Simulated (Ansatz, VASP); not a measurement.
**WSe: VASP beside Ansatz**

```xyz
4
Lattice="3.1037 0.0000 0.0000 -1.5518 2.6879 0.0000 0.0000 0.0000 7.6369" Properties=species:S:1:pos:R:3 pbc="T T T"
W     0.0000    0.0000    0.0000
W     0.0000    0.0000    3.8185
Se    0.0000    1.7919    1.9092
Se    1.5518    0.8960    5.7277
```

Alike in both runs: functional PBEsol; k mesh 18 × 18 × 6; occupations gaussian, width 0.1 eV; no spin polarisation.

Ansatz relaxed the structure, and its values are those at the end. VASP's run is a single point on that final structure, the one shown.

```csv
,VASP,Ansatz
version,VASP 6.6.1,Ansatz 0.2.0
potentials or method,"VASP PAW PBE potentials, release 64 (W_sv, Se), cutoff 520 eV","scalar-relativistic, plane waves, PAW"
valence electrons in the cell,40,60
```

```tsv
	VASP	Ansatz	Ansatz less VASP
gap on the k mesh at the Fermi level (eV)	none	none	-
pressure (GPa)	0.6	0.0	-0.59
```

VASP's potentials were made for PBE, not for PBEsol. A gap of «none» marks a metal or a gap that the smearing closes. VASP's potentials hold 40 valence electrons a cell and Ansatz's 60, so a difference there can come from the potentials and not from the codes.

Neither program's run includes spin-orbit coupling.
